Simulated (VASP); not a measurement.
# TiAl (P-6m2) in VASP: further runs

TiAl is run at these levels: PBEsol; tasks: single point.

Program: VASP 6.6.1. These are calculated values, not measurements. Logs are shortened: lines on timing, memory, paths and dates and some standing lists are left out, and cuts for length are marked.

## (1) The cell of the first run

It takes space group P-6m2 (No. 187, hexagonal). The conventional cell has a = 2.953 Å, b = 2.953 Å, c = 4.818 Å, α = 90.00°, β = 90.00°, γ = 120.00°. Ti (site symmetry -6m2) has 6 Al at 2.95 Å and 6 Ti at 2.95 Å within 3.9 Å. Al (site symmetry -6m2) has 6 Ti at 2.95 Å and 6 Al at 2.95 Å within 3.9 Å.

## (2) Single point, PBEsol (strain +0.030 along x and y, +0.030 along z)

Input file INCAR:

```
ALGO     = Normal         # electronic algorithm
EDIFF    = 1E-6           # SCF threshold, eV
ENCUT    = 520            # plane-wave cutoff, eV
GGA      = PS             # functional
ISIF     = 2              # what is computed and relaxed
ISMEAR   = 0              # smearing method
LASPH    = T              # aspherical terms in the spheres
LCHARG   = T              # write CHGCAR
LELF     = T              # ELF
LREAL    = F              # projectors in reciprocal space
LVHAR    = T            
LWAVE    = F              # write WAVECAR
NBANDS   = 14             # bands
NELM     = 60             # most SCF steps
PREC     = Accurate       # precision mode
SIGMA    = 0.15           # smearing width, eV
```

Input file KPOINTS:

```
k-points
0
Gamma
  18 18 10
```

Input file POSCAR:

```
TiAl
1.0
    2.9532800997      0.0000000000      0.0000000000
   -1.4766400498      2.5576155908      0.0000000000
    0.0000000000      0.0000000000      4.8184254900
Ti Al
1 1
Direct
    0.0000000000      0.0000000000      0.0000000000
    0.3333333333      0.6666666667      0.5000000000
```

Potentials or basis: VASP PAW PBE potentials, release 64 (Ti_sv, Al).

Run with:

```sh
> cat potpaw_PBE.64/Ti_sv/POTCAR potpaw_PBE.64/Al/POTCAR > POTCAR
> mpirun -np 1 vasp_std > vasp.out
```

OUTCAR:

```text
EDIFF = 1E-6
   ENCUT = 520
   GGA = PS
   ISIF = 2
   ISMEAR = 0
   LASPH = T
   LREAL = F
   NELM = 60
   PREC = Accurate

 ion  position               nearest neighbor table
   1  0.000  0.000  0.000-   2 2.95   2 2.95   2 2.95   2 2.95   2 2.95   2 2.95
   2  0.333  0.667  0.500-   1 2.95   1 2.95   1 2.95   1 2.95   1 2.95   1 2.95

  LATTYP: Found a hexagonal cell.
 ALAT       =     2.9532800997
 C/A-ratio  =     1.6315504549

  Lattice vectors:

 A1 = (   2.9532800997,   0.0000000000,   0.0000000000)
 A2 = (  -1.4766400498,   2.5576155908,   0.0000000000)
 A3 = (   0.0000000000,   0.0000000000,   4.8184254900)

Analysis of symmetry for initial positions (statically):
=====================================================================
 Subroutine PRICEL returns:
 Original cell was already a primitive cell.

 Routine SETGRP: Setting up the symmetry group for a
 hexagonal supercell.

 Subroutine GETGRP returns: Found 12 space group operations
 (whereof 12 operations were pure point group operations)
 out of a pool of 24 trial point group operations.

The static configuration has the point symmetry D_3h.

Analysis of symmetry for dynamics (positions and initial velocities):
=====================================================================
 Subroutine PRICEL returns:
 Original cell was already a primitive cell.

 Routine SETGRP: Setting up the symmetry group for a
 hexagonal supercell.

 Subroutine GETGRP returns: Found 12 space group operations
 (whereof 12 operations were pure point group operations)
 out of a pool of 24 trial point group operations.

The dynamic configuration has the point symmetry D_3h.

 Subroutine INISYM returns: Found 12 space group operations
 (whereof 12 operations are pure point group operations),
 and found     1 'primitive' translations

----------------------------------------------------------------------------------------

                                     Primitive cell

  volume of cell :      36.3953

  direct lattice vectors                    reciprocal lattice vectors
     2.953280100  0.000000000  0.000000000     0.338606555  0.195494586  0.000000000
    -1.476640050  2.557615591  0.000000000     0.000000000  0.390989171  0.000000000
     0.000000000  0.000000000  4.818425490     0.000000000  0.000000000  0.207536674

  length of vectors
     2.953280100  2.953280100  4.818425490     0.390989171  0.390989171  0.207536674

  position of ions in fractional coordinates (direct lattice)
     0.000000000  0.000000000  0.000000000
     0.333333333  0.666666667  0.500000000

  ion indices of the primitive-cell ions
   primitive index   ion index
                 1           1
                 2           2

----------------------------------------------------------------------------------------

 KPOINTS: k-points

Automatic generation of k-mesh.
 Grid dimensions read from file:
 generate k-points for:   18   18   10

 Generating k-lattice:

  Cartesian coordinates                     Fractional coordinates (reciprocal lattice)
     0.018811475  0.010860810  0.000000000     0.055555556  0.000000000  0.000000000
     0.000000000  0.021721621  0.000000000     0.000000000  0.055555556  0.000000000
     0.000000000  0.000000000  0.020753667     0.000000000  0.000000000  0.100000000

  Length of vectors
     0.021721621  0.021721621  0.020753667

  Shift w.r.t. Gamma in fractional coordinates (k-lattice)
     0.000000000  0.000000000  0.000000000

 Subroutine IBZKPT returns following result:
 ===========================================

 Found    222 irreducible k-points:

 Following reciprocal coordinates:
            Coordinates               Weight
  0.000000  0.000000  0.000000      1.000000
  0.055556  0.000000  0.000000      6.000000
  0.111111  0.000000  0.000000      6.000000
  0.166667  0.000000  0.000000      6.000000
  0.222222  0.000000  0.000000      6.000000
  0.277778  0.000000  0.000000      6.000000
[... 16 lines left out ...]
  0.333333  0.111111  0.000000     12.000000
  0.388889  0.111111  0.000000     12.000000
 [... further k-points ...]
   k-points           NKPTS =    222   k-points in BZ     NKDIM =    222   number of bands    NBANDS=     14
   number of dos      NEDOS =    301   number of ions     NIONS =      2
   total plane-waves  NPLWV =  20736
   dimension x,y,z NGX =    24 NGY =   24 NGZ =   36
   dimension x,y,z NGXF=    48 NGYF=   48 NGZF=   72
   ions per type =               1   1
   NGX,Y,Z   is equivalent  to a cutoff of  13.51, 13.51, 12.42 a.u.
   NGXF,Y,Z  is equivalent  to a cutoff of  27.02, 27.02, 24.84 a.u.
 SYSTEM =  unknown system
   PREC   = accura    normal or accurate (medium, high low for compatibility)
   ISTART =      0    job   : 0-new  1-cont  2-samecut
   ICHARG =      2    charge: 1-file 2-atom 10-const
   ISPIN  =      1    spin polarized calculation?
   LNONCOLLINEAR =      F non collinear calculations
   LSORBIT =      F    spin-orbit coupling
   LASPH  =      T    aspherical Exc in radial PAW
   ENCUT  =  520.0 eV  38.22 Ry    6.18 a.u.   5.49  5.49  8.96*2*pi/ulx,y,z
   NELM   =     60;   NELMIN=  2; NELMDL= -5     # of ELM steps
   EDIFF  = 0.1E-05   stopping-criterion for ELM
   LREAL  =      F    real-space projection
   EDIFFG = 0.1E-04   stopping-criterion for IOM
   NSW    =      0    number of steps for IOM
   IBRION =     -1    ionic relax: 0-MD 1-quasi-New 2-CG
   NFREE  =      0    steps in history (QN), initial steepest desc. (CG)
   ISIF   =      2    stress and relaxation
   ISYM   =      2    0-nonsym 1-usesym 2-fastsym
   POTIM  = 0.5000    time-step for ionic-motion
   TEBEG  =    0.0;   TEEND  =   0.0 temperature during run
   PSTRESS=    0.0 pullay stress
   NELECT =      15.0000    total number of electrons
   NUPDOWN=      -1.0000    fix difference up-down
   EMIN   =  10.00;   EMAX   =-10.00  energy-range for DOS
   EFERMI =   0.00;   METHOD = LEGACY
   ISMEAR =     0;   SIGMA  =   0.15  broadening in eV -4-tet -1-fermi 0-gaus
   EFERMI_NEDOS =   21; number of points for ismear=-14 and -15
   IALGO  =     38    algorithm
   IMIX   =      4    mixing-type and parameters
     AMIX     =   0.40;   BMIX     =  1.00
     AMIX_MAG =   1.60;   BMIX_MAG =  1.00
  volume/ion in A,a.u.               =      18.20       122.80
  Fermi-wavevector in a.u.,A,eV,Ry     =   1.218307  2.302267 20.194761  1.484273
  Thomas-Fermi vector in A             =   2.353598
   LORBIT       =      0    0 simple, 1 ext, 2 COOP (PROOUT), +10 PAW based schemes
   GGA     = PS    functional components
   LHFCALC =     F    Hartree Fock is set to
   AEXX    =    0.0000 exact exchange contribution
   IVDW    =     0    specifies the selected vdW correction
   LEPSILON=     F    determine dielectric tensor
   LRPA    =     F    only Hartree local field effects (RPA)
 non-spin polarized calculation
 Gauss-broadening in eV      SIGMA  =   0.15
  energy-cutoff  :      520.00
  volume of cell :       36.40
 maximum number of plane-waves:      1008
 NGX is ok and might be reduce to    24
   NGX = 11   NGY = 11   NGZ = 17

 number of electron      14.9999998 magnetization

 Free energy of the ion-electron system (eV)
  ---------------------------------------------------
  ext. energy  EPLUGINS =         0.00000000
  ---------------------------------------------------
  free energy    TOTEN  =       -12.80719725 eV

  energy without entropy =      -12.77702749  energy(sigma->0) =      -12.79211237

 E-fermi :   6.9069     XC(G=0): -10.6603

 val. band max:        6.9062714979   @ k =   0.3889   0.2222   0.4000
 cond. band min:       6.9078776430   @ k =   0.3333   0.2778   0.3000
 fundamental gap:      0.0016061452
 Fermi energy:         6.9068843228

 k-point     1 :       0.0000    0.0000    0.0000
  band No.  band energies     occupation
      1     -49.5904      2.00000
      2     -25.9967      2.00000
      3     -25.6550      2.00000
      4     -25.6550      2.00000
      5      -1.5924      2.00000
      6       4.6980      2.00000
      7       5.1420      2.00000
      8       8.0712      0.00000
      9       8.0712      0.00000
     10       9.3740      0.00000
     11       9.3740      0.00000
     12      10.3701      0.00000
     13      19.0029      0.00000
     14      19.0029      0.00000

 k-point     2 :       0.0556    0.0000    0.0000
  band No.  band energies     occupation
      1     -49.5884      2.00000
      2     -25.9946      2.00000
      3     -25.6684      2.00000
      4     -25.6580      2.00000
      5      -1.5203      2.00000
      6       4.7762      2.00000
      7       5.1554      2.00000
      8       8.0062      0.00000
      9       8.1270      0.00000
     10       9.3555      0.00000
     11       9.3902      0.00000
     12      10.3858      0.00000
     13      17.7578      0.00000
     14      18.2537      0.00000

 k-point     3 :       0.1111    0.0000    0.0000
  band No.  band energies     occupation
      1     -49.5826      2.00000
      2     -25.9888      2.00000
      3     -25.7071      2.00000
      4     -25.6669      2.00000
      5      -1.3049      2.00000
      6       5.0019      2.00000
      7       5.1938      2.00000
      8       7.8270      0.00000
      9       8.2911      0.00000
     10       9.3028      0.00000
     11       9.4419      0.00000
     12      10.4300      0.00000
     13      16.0110      0.00000
     14      17.3666      0.00000
[... 324 lines left out ...]
 k-point    23 :       0.3333    0.1111    0.0000
  band No.  band energies     occupation
      1     -49.5287      2.00000
      2     -26.0305      2.00000
      3     -25.9340      2.00000
      4     -25.7741      2.00000
      5       1.9547      2.00000
      6       5.6168      2.00000
      7       5.7969      2.00000
      8       6.4765      1.99995
      9       8.4653      0.00000
     10       9.4554      0.00000
     11      10.5238      0.00000
     12      10.8812      0.00000
     13      11.7331      0.00000
     14      12.6575      0.00000

 k-point    24 :       0.3889    0.1111    0.0000
  band No.  band energies     occupation
      1     -49.5232      2.00000
      2     -26.0624      2.00000
      3     -25.9284      2.00000
      4     -25.7853      2.00000
      5       2.8819      2.00000
      6       5.0149      2.00000
      7       5.6734      2.00000
      8       6.2376      2.00000
      9       8.3605      0.00000
     10       9.6664      0.00000
     11      10.4898      0.00000
     12      11.2240      0.00000
     13      12.0059      0.00000
     14      12.7061      0.00000

 [... further k-points ...]
[... 5 lines left out ...]
  --------------------------------------------------------------------------------------
  -------------------------------------------------------------------------------------
  Total       -2.1695393     -2.1695393     -2.6911062     -0.0000000      0.0000000     -0.0000000
  in kB      -95.5065245    -95.5065245   -118.4667177     -0.0000000      0.0000000     -0.0000000
  external PRESSURE =    -103.1599223 kB  Pullay stress =       0.0000000 kB

 VOLUME and BASIS-vectors are now :
 -----------------------------------------------------------------------------
  energy-cutoff  :      520.00
  volume of cell :       36.40
      direct lattice vectors                 reciprocal lattice vectors
     2.953280100  0.000000000  0.000000000     0.338606555  0.195494586  0.000000000
    -1.476640050  2.557615591  0.000000000     0.000000000  0.390989171  0.000000000
     0.000000000  0.000000000  4.818425490     0.000000000  0.000000000  0.207536674

 POSITION                                       TOTAL-FORCE (eV/Angst)
 -----------------------------------------------------------------------------------
      0.00000      0.00000      0.00000         0.000000      0.000000      0.000000
     -0.00000      1.70508      2.40921        -0.000000      0.000000      0.000000
 -----------------------------------------------------------------------------------
    total drift:                                0.000000     -0.000000      0.000000

  FREE ENERGIE OF THE ION-ELECTRON SYSTEM (eV)
  ---------------------------------------------------
  free  energy   TOTEN  =       -12.8071972490 eV

  energy  without entropy=      -12.7770274879  energy(sigma->0) =      -12.79211237
```

Run time: 86 s. Hardware: 1 thread of AMD EPYC 7R43 (Zen 3), shared host; peak memory 0.21 GiB.

Results:

| Quantity | Value |
| --- | --- |
| Free energy | -12.8072 eV |
| Pressure | -10.3 GPa |

Levels at points of the mesh, in eV from the Fermi level:
| k point | band 3 | band 4 | band 5 | band 6 | band 7 | band 8 | band 9 | band 10 | band 11 | band 12 |
| --- | --- | --- | --- | --- | --- | --- | --- | --- | --- | --- |
| (0.00, 0.00, 0.00) | -32.56 | -32.56 | -8.50 | -2.21 | -1.76 | 1.16 | 1.16 | 2.47 | 2.47 | 3.46 |
| (0.50, 0.00, 0.00) | -32.84 | -32.66 | -3.49 | -2.77 | -1.34 | -0.86 | 1.89 | 3.53 | 3.61 | 3.91 |
| (0.00, 0.00, 0.50) | -32.56 | -32.56 | -7.69 | -5.06 | -0.38 | 1.18 | 1.18 | 2.40 | 2.40 | 6.44 |
| (0.50, 0.00, 0.50) | -32.84 | -32.66 | -3.43 | -2.31 | -1.67 | 0.40 | 0.88 | 1.71 | 2.59 | 3.53 |

Caveat: the cell differs from its parent crystal (strain +0.030 along x and y, +0.030 along z); the PAW data sets were made with another functional, which shifts forces and pressure a little.

## (3) Single point, PBEsol (strain -0.030 along x and y, -0.030 along z)

Input file INCAR:

```
SYSTEM = TiAl
PREC = Accurate
ENCUT = 520
EDIFF = 1E-6
ISMEAR = 0
SIGMA = 0.15
LREAL = .False.
LASPH = .True.
NELM = 60
ALGO = Normal
ISIF = 2
LWAVE = .False.
LCHARG = .False.
GGA = PS
NBANDS = 14
```

Input file KPOINTS:

```
Automatic mesh
0
Gamma
  18 18 10
  0 0 0
```

Input file POSCAR:

```
TiAl
1.0
    2.7812443657      0.0000000000      0.0000000000
   -1.3906221828      2.4086282748      0.0000000000
    0.0000000000      0.0000000000      4.5377405100
Ti Al
1 1
Direct
    0.0000000000      0.0000000000      0.0000000000
    0.3333333333      0.6666666667      0.5000000000
```

Potentials or basis: VASP PAW PBE potentials, release 64 (Ti_sv, Al).

Run with:

```sh
> cat potpaw_PBE.64/Ti_sv/POTCAR potpaw_PBE.64/Al/POTCAR > POTCAR
> mpirun -np 1 vasp_std > vasp.out
```

It took 29 s on 1 thread of Intel Xeon 6975P-C (Granite Rapids), shared host; peak memory 0.23 GiB.

Results (log left out):

- Free energy: -12.8972 eV
- Pressure: 8.2 GPa

Stress tensor (GPa, compression positive):
```
8.04 0.00 0.00
0.00 8.04 0.00
0.00 0.00 8.58
```

Levels at points of the mesh, in eV from the Fermi level:
```
           k point  band 3  band 4  band 5  band 6  band 7  band 8  band 9  band 10  band 11  band 12
(0.00, 0.00, 0.00)  -31.99  -31.99   -9.37   -2.41   -1.86    1.39    1.39     3.07     3.07     4.36
(0.50, 0.00, 0.00)  -32.40  -32.17   -3.94   -2.82   -1.76   -1.15    2.30     4.39     4.44     4.55
(0.00, 0.00, 0.50)  -31.99  -31.99   -8.38   -5.48   -0.51    1.40    1.40     2.99     2.99     7.12
(0.50, 0.00, 0.50)  -32.40  -32.17   -3.91   -2.48   -2.01    0.71    1.01     2.08     3.27     4.44
```

Caveat: the cell differs from its parent crystal (strain -0.030 along x and y, -0.030 along z); the PAW data sets were made with another functional, which shifts forces and pressure a little.

## (4) Single point, PBEsol (strain -0.030 along x and y, -0.015 along z)

Input file INCAR:

```
PREC = Accurate ; ENCUT = 520
EDIFF = 1E-6 ; ISMEAR = 0
SIGMA = 0.15 ; LREAL = F
LASPH = T ; NELM = 80
ALGO = Fast ; ISIF = 2
LWAVE = F ; LCHARG = T
GGA = PS ; LELF = T
LVHAR = T ; NBANDS = 14
```

Input file KPOINTS:

```
Automatic mesh
0
Gamma
  18 18 10
```

POSCAR, as its differences from that of step 3:

```diff
@@ -4,3 +4,3 @@
    -1.3906221828      2.4086282748      0.0000000000
-    0.0000000000      0.0000000000      4.5377405100
+    0.0000000000      0.0000000000      4.6079117550
 Ti Al
```

Run with:

```sh
> cat potpaw_PBE.64/Ti_sv/POTCAR potpaw_PBE.64/Al/POTCAR > POTCAR
> mpirun -np 1 vasp_std > vasp.out
```

Wall time 93 s (1 thread of Intel Xeon 6975P-C (Granite Rapids), shared host); peak memory 0.22 GiB.

Results (log left out):

```
Free energy : -12.9159 eV
Pressure    : 5.8 GPa
```

Stress tensor (GPa, compression positive):
```
6.68 0.00 0.00
0.00 6.68 0.00
0.00 0.00 4.10
```

Levels at points of the mesh, in eV from the Fermi level:
| k point | band 5 | band 6 | band 7 | band 8 | band 9 | band 10 |
| --- | --- | --- | --- | --- | --- | --- |
| (0.00, 0.00, 0.00) | -9.34 | -2.46 | -2.00 | 1.37 | 1.37 | 3.06 |
| (0.50, 0.00, 0.00) | -3.88 | -2.79 | -1.74 | -1.16 | 2.30 | 4.26 |
| (0.00, 0.00, 0.50) | -8.41 | -5.49 | -0.59 | 1.39 | 1.39 | 2.99 |
| (0.50, 0.00, 0.50) | -3.85 | -2.49 | -1.99 | 0.70 | 0.97 | 2.11 |

Caveat: the cell differs from its parent crystal (strain -0.030 along x and y, -0.015 along z); the PAW data sets were made with another functional, which shifts forces and pressure a little.

## (5) Single point, PBEsol (strain -0.030 along x and y, +0.000 along z)

Input file INCAR:

```
ALGO     = Fast           # electronic algorithm
EDIFF    = 1E-7           # SCF threshold, eV
ENCUT    = 520            # plane-wave cutoff, eV
GGA      = PS             # functional
ISIF     = 2              # what is computed and relaxed
ISMEAR   = 0              # smearing method
LASPH    = T              # aspherical terms in the spheres
LCHARG   = T              # write CHGCAR
LELF     = T              # ELF
LREAL    = F              # projectors in reciprocal space
LVHAR    = T            
LWAVE    = F              # write WAVECAR
NBANDS   = 14             # bands
NELM     = 100            # most SCF steps
PREC     = Accurate       # precision mode
SIGMA    = 0.15           # smearing width, eV
```

Input file KPOINTS:

```
k-points
0
Gamma
  18 18 10
```

POSCAR, as its differences from that of step 4:

```diff
@@ -4,3 +4,3 @@
    -1.3906221828      2.4086282748      0.0000000000
-    0.0000000000      0.0000000000      4.6079117550
+    0.0000000000      0.0000000000      4.6780830000
 Ti Al
```

Run with:

```sh
> cat potpaw_PBE.64/Ti_sv/POTCAR potpaw_PBE.64/Al/POTCAR > POTCAR
> mpirun -np 1 vasp_std > vasp.out
```

Wall time 1.8 min (1 thread of Intel Xeon 6975P-C (Granite Rapids), shared host); peak memory 0.23 GiB.

It converged, with:

* Free energy: -12.9221 eV
* Pressure: 3.8 GPa

Stress tensor (GPa, compression positive):
```
5.61 0.00 0.00
0.00 5.61 0.00
0.00 0.00 0.05
```

Levels at points of the mesh, in eV from the Fermi level:
| k point | band 3 | band 4 | band 5 | band 6 | band 7 | band 8 | band 9 | band 10 | band 11 | band 12 |
| --- | --- | --- | --- | --- | --- | --- | --- | --- | --- | --- |
| (0.00, 0.00, 0.00) | -32.07 | -32.07 | -9.31 | -2.51 | -2.12 | 1.36 | 1.36 | 3.05 | 3.05 | 3.80 |
| (0.50, 0.00, 0.00) | -32.47 | -32.24 | -3.83 | -2.77 | -1.73 | -1.17 | 2.30 | 4.14 | 4.28 | 4.38 |
| (0.00, 0.00, 0.50) | -32.07 | -32.07 | -8.43 | -5.49 | -0.67 | 1.37 | 1.37 | 2.98 | 2.98 | 6.49 |
| (0.50, 0.00, 0.50) | -32.48 | -32.24 | -3.79 | -2.51 | -1.98 | 0.69 | 0.94 | 2.13 | 2.89 | 4.38 |

Caveat: the cell differs from its parent crystal (strain -0.030 along x and y, +0.000 along z); the PAW data sets were made with another functional, which shifts forces and pressure a little.

## (6) Overview

| cell | gap on the mesh (eV) | pressure (GPa) |
| --- | --- | --- |
| a = 2.953, b = 2.953, c = 4.818 Å, angles 90.0, 90.0, 120.0°, 2 atoms | none | -10.3 |
| a = 2.781, b = 2.781, c = 4.538 Å, angles 90.0, 90.0, 120.0°, 2 atoms | none | 8.2 |
| a = 2.781, b = 2.781, c = 4.608 Å, angles 90.0, 90.0, 120.0°, 2 atoms | none | 5.8 |
| a = 2.781, b = 2.781, c = 4.678 Å, angles 90.0, 90.0, 120.0°, 2 atoms | none | 3.8 |

Alike in all rows: task single point; level PBEsol; potentials or basis VASP PAW PBE potentials, release 64 (Ti_sv, Al); no spin polarisation; k mesh 18 × 18 × 10; cutoff (eV) 520; smearing gaussian 0.15 eV.

Caveats: the PAW data sets were made with another functional, which shifts forces and pressure a little.

Total energies depend on the potentials used, so only differences within one code and one set of settings carry meaning.
